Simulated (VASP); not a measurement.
# TiC (P1) in VASP: a series of runs

TiC is run at these levels: LDA; tasks: single point.

Everything below comes from runs of VASP 6.6.1. Logs are shortened: lines on timing, memory, paths and dates and some standing lists are left out, and cuts for length are marked.

## (1) The cell of the first run

The typed cell holds 2 atoms: a = 3.063 Å, b = 3.063 Å, c = 3.063 Å, α = 60.00°, β = 60.00°, γ = 60.00°.

## (2) Single point, LDA

INCAR reads:

```
PREC     = Accurate       # precision mode
ENCUT    = 520            # plane-wave cutoff, eV
EDIFF    = 1E-6           # SCF threshold, eV
ISMEAR   = -1             # smearing method
SIGMA    = 0.05           # smearing width, eV
LREAL    = F              # projectors in reciprocal space
LASPH    = T              # aspherical terms in the spheres
NELM     = 80             # most SCF steps
ALGO     = Normal         # electronic algorithm
ISIF     = 2              # what is computed and relaxed
LWAVE    = F              # write WAVECAR
LCHARG   = F              # write CHGCAR
GGA      = CA             # functional
NBANDS   = 15             # bands
```

KPOINTS reads:

```
regular mesh
0
Gamma
  7 7 7
```

POSCAR reads:

```
TiC
1.0
    0.0000000000      2.1657188437      2.1657188437
    2.1657188437      0.0000000000      2.1657188437
    2.1657188437      2.1657188437      0.0000000000
Ti C
1 1
Direct
   -0.0382610000     -0.0040730000     -0.0078940000
    0.5158140000      0.4525730000      0.5139120000
```

Potentials or basis: VASP PAW LDA potentials, release 64 (Ti_sv, C).

Command:

```
> cat potpaw_LDA.64/Ti_sv/POTCAR potpaw_LDA.64/C/POTCAR > POTCAR
> mpirun -np 1 vasp_std > vasp.out
```

OUTCAR:

```text
PREC = Accurate
   ENCUT = 520
   EDIFF = 1E-6
   ISMEAR = -1
   LREAL = F
   LASPH = T
   NELM = 80
   ISIF = 2
   GGA = CA

 ion  position               nearest neighbor table
   1  0.962  0.996  0.992-   2 2.00   2 2.13   2 2.15   2 2.20   2 2.22   2 2.33
   2  0.516  0.453  0.514-   1 2.00   1 2.13   1 2.15   1 2.20   1 2.22   1 2.33

  LATTYP: Found a face centered cubic cell.
 ALAT       =     4.3314376874

  Lattice vectors:

 A1 = (   0.0000000000,   2.1657188437,   2.1657188437)
 A2 = (   2.1657188437,   0.0000000000,   2.1657188437)
 A3 = (   2.1657188437,   2.1657188437,   0.0000000000)

Analysis of symmetry for initial positions (statically):
=====================================================================
 Subroutine PRICEL returns:
 Original cell was already a primitive cell.

 Routine SETGRP: Setting up the symmetry group for a
 face centered cubic supercell.

 Subroutine GETGRP returns: Found  1 space group operations
 (whereof  1 operations were pure point group operations)
 out of a pool of 48 trial point group operations.

The static configuration has the point symmetry C_1 .

Analysis of symmetry for dynamics (positions and initial velocities):
=====================================================================
 Subroutine PRICEL returns:
 Original cell was already a primitive cell.

 Routine SETGRP: Setting up the symmetry group for a
 face centered cubic supercell.

 Subroutine GETGRP returns: Found  1 space group operations
 (whereof  1 operations were pure point group operations)
 out of a pool of 48 trial point group operations.

The dynamic configuration has the point symmetry C_1 .

 Subroutine INISYM returns: Found  1 space group operations
 (whereof  1 operations are pure point group operations),
 and found     1 'primitive' translations

----------------------------------------------------------------------------------------

                                     Primitive cell

  volume of cell :      20.3159

  direct lattice vectors                    reciprocal lattice vectors
     0.000000000  2.165718844  2.165718844    -0.230870227  0.230870227  0.230870227
     2.165718844  0.000000000  2.165718844     0.230870227 -0.230870227  0.230870227
     2.165718844  2.165718844  0.000000000     0.230870227  0.230870227 -0.230870227

  length of vectors
     3.062788961  3.062788961  3.062788961     0.399878962  0.399878962  0.399878962

  position of ions in fractional coordinates (direct lattice)
     0.961739000  0.995927000  0.992106000
     0.515814000  0.452573000  0.513912000

  ion indices of the primitive-cell ions
   primitive index   ion index
                 1           1
[... 85 lines left out ...]
   NUPDOWN=      -1.0000    fix difference up-down
   EMIN   =  10.00;   EMAX   =-10.00  energy-range for DOS
   EFERMI =   0.00;   METHOD = LEGACY
   ISMEAR =    -1;   SIGMA  =   0.05  broadening in eV -4-tet -1-fermi 0-gaus
   EFERMI_NEDOS =   21; number of points for ismear=-14 and -15
   IALGO  =     38    algorithm
   IMIX   =      4    mixing-type and parameters
     AMIX     =   0.40;   BMIX     =  1.00
     AMIX_MAG =   1.60;   BMIX_MAG =  1.00
  volume/ion in A,a.u.               =      10.16        68.55
  Fermi-wavevector in a.u.,A,eV,Ry     =   1.511829  2.856943 31.097854  2.285628
  Thomas-Fermi vector in A             =   2.621834
   LORBIT       =      0    0 simple, 1 ext, 2 COOP (PROOUT), +10 PAW based schemes
   GGA     = CA    functional components
   LHFCALC =     F    Hartree Fock is set to
   AEXX    =    0.0000 exact exchange contribution
   IVDW    =     0    specifies the selected vdW correction
   LEPSILON=     F    determine dielectric tensor
   LRPA    =     F    only Hartree local field effects (RPA)
 non-spin polarized calculation
  energy-cutoff  :      520.00
  volume of cell :       20.32
 maximum number of plane-waves:       556
   NGX = 11   NGY = 11   NGZ = 11

 number of electron      16.0000000 magnetization

 Free energy of the ion-electron system (eV)
  ---------------------------------------------------
  ext. energy  EPLUGINS =         0.00000000
  ---------------------------------------------------
  free energy    TOTEN  =       -20.37473573 eV

  energy without entropy =      -20.37304911  energy(sigma->0) =      -20.37389242

 E-fermi :   9.2011     XC(G=0): -12.9625

 val. band max:        9.1064672023   @ k =   0.0000   0.1429   0.1429
 cond. band min:       9.2022770067   @ k =   0.0000   0.0000   0.0000
 fundamental gap:      0.0958098044
 Fermi energy:         9.2010612457

 k-point     1 :       0.0000    0.0000    0.0000
  band No.  band energies     occupation
      1     -46.6378      2.00000
      2     -23.0538      2.00000
      3     -23.0519      2.00000
      4     -23.0424      2.00000
      5      -2.9501      2.00000
      6       9.2023      0.98784
      7       9.2472      0.56883
      8       9.5996      0.00069
      9       9.8644      0.00000
     10      10.8332      0.00000
     11      11.6563      0.00000
     12      11.7592      0.00000
     13      12.5090      0.00000
     14      19.6954      0.00000
[... 401 lines left out ...]
      2     -23.3070      2.00000
      3     -23.1118      2.00000
      4     -23.1034      2.00000
      5      -1.4950      2.00000
      6       6.0105      2.00000
      7       7.3272      2.00000
      8       8.3763      2.00000
      9       9.9221      0.00000
     10      11.3955      0.00000
     11      12.4867      0.00000
     12      14.2438      0.00000
     13      15.7108      0.00000
     14      21.2760      0.00000
     15      23.5493      0.00000

 [... further k-points ...]

------------------------ aborting loop because EDIFF is reached ----------------------------------------

  FORCE on cell =-STRESS in cart. coord.  units (eV):
  Direction    XX          YY          ZZ          XY          YZ          ZX
  --------------------------------------------------------------------------------------
  -------------------------------------------------------------------------------------
  Total       -1.3436700     -0.4566395     -1.4118109      0.1331158     -0.0670805      0.0294566
  in kB     -105.9661062    -36.0120502   -111.3399159     10.4979386     -5.2901811      2.3230446
  external PRESSURE =     -84.4393575 kB  Pullay stress =       0.0000000 kB

 VOLUME and BASIS-vectors are now :
 -----------------------------------------------------------------------------
  energy-cutoff  :      520.00
  volume of cell :       20.32
      direct lattice vectors                 reciprocal lattice vectors
     0.000000000  2.165718844  2.165718844    -0.230870227  0.230870227  0.230870227
     2.165718844  0.000000000  2.165718844     0.230870227 -0.230870227  0.230870227
     2.165718844  2.165718844  0.000000000     0.230870227  0.230870227 -0.230870227

 POSITION                                       TOTAL-FORCE (eV/Angst)
 -----------------------------------------------------------------------------------
      4.30552      4.23148      4.23975        -0.370203      1.442332      0.179043
      2.09313      2.23010      2.09725         0.370203     -1.442332     -0.179043
 -----------------------------------------------------------------------------------
    total drift:                               -0.000034     -0.000144     -0.000015

  FREE ENERGIE OF THE ION-ELECTRON SYSTEM (eV)
  ---------------------------------------------------
  free  energy   TOTEN  =       -20.3747357260 eV

  energy  without entropy=      -20.3730491133  energy(sigma->0) =      -20.37389242
```

stdout:

```text
POSCAR found type information on POSCAR TiC
 POSCAR found :  2 types and       2 ions
 scaLAPACK will be used
 LDA part: xc-table for (Slater(with rela. corr.)+CA(PZ))
 , standard interpolation
 POSCAR, INCAR and KPOINTS ok, starting setup
 FFT: planning ... GRIDC
 FFT: planning ... GRID_SOFT
 FFT: planning ... GRID
 WAVECAR not read
 entering main loop
```

It took 24 s on 1 thread of Intel Xeon Platinum 8488C (Sapphire Rapids), shared host; peak memory 0.16 GiB.

What came out:

- Free energy: -20.3747 eV
- Pressure: -8.4 GPa
- Largest force: 1.500 eV/Å
- Band gap on the k mesh: zero (bands 8 and 9 overlap by 0.72 eV)

Forces on the atoms (eV/Å):
```
Ti  -0.370  1.442  0.179
C    0.370 -1.442 -0.179
```

Levels at points of the mesh, in eV from the Fermi level:
| k point | band 5 | band 6 | band 7 | band 8 | band 9 | band 10 | band 11 | band 12 |
| --- | --- | --- | --- | --- | --- | --- | --- | --- |
| (0.00, 0.00, 0.00) | -12.15 | 0.00 | 0.05 | 0.40 | 0.66 | 1.63 | 2.46 | 2.56 |

Caveat: the cell stands under tension; forces of over 1 eV/Å act on the atoms, so gaps and moduli don't describe the material at rest.

## (3) Single point, LDA

INCAR reads:

```
PREC     = Accurate       # precision mode
ENCUT    = 520            # plane-wave cutoff, eV
EDIFF    = 1E-6           # SCF threshold, eV
ISMEAR   = -1             # smearing method
SIGMA    = 0.05           # smearing width, eV
LREAL    = False          # projectors in reciprocal space
LASPH    = True           # aspherical terms in the spheres
NELM     = 100            # most SCF steps
ALGO     = Normal         # electronic algorithm
ISIF     = 2              # what is computed and relaxed
LWAVE    = False          # write WAVECAR
LCHARG   = True           # write CHGCAR
LELF     = True           # ELF
LVHAR    = True         
NBANDS   = 15             # bands
```

KPOINTS is that of step 2.

POSCAR is that of step 2.

Potentials or basis: VASP PAW LDA potentials, release 64 (Ti_sv, C).

Command:

```
> cat potpaw_LDA.64/Ti_sv/POTCAR potpaw_LDA.64/C/POTCAR > POTCAR
> mpirun -np 1 vasp_std > vasp.out
```

Run time: 23 s. Hardware: 1 thread of Intel Xeon Platinum 8488C (Sapphire Rapids), shared host; peak memory 0.16 GiB.

Results (log left out):

- Free energy: -20.3747 eV
- Pressure: -8.4 GPa
- Largest force: 1.500 eV/Å
- Band gap on the k mesh: zero (bands 8 and 9 overlap by 0.72 eV)

Forces on the atoms (eV/Å):
```
Ti  -0.370  1.442  0.179
C    0.370 -1.442 -0.179
```

Stress tensor (GPa, compression positive):
```
-10.60   1.05   0.23
  1.05  -3.60  -0.53
  0.23  -0.53 -11.13
```

Levels at points of the mesh, in eV from the Fermi level:
| k point | band 4 | band 5 | band 6 | band 7 | band 8 | band 9 | band 10 | band 11 | band 12 | band 13 |
| --- | --- | --- | --- | --- | --- | --- | --- | --- | --- | --- |
| (0.00, 0.00, 0.00) | -32.24 | -12.15 | 0.00 | 0.05 | 0.40 | 0.66 | 1.63 | 2.46 | 2.56 | 3.31 |

Caveat: the cell stands under tension; forces of over 1 eV/Å act on the atoms, so gaps and moduli don't describe the material at rest.
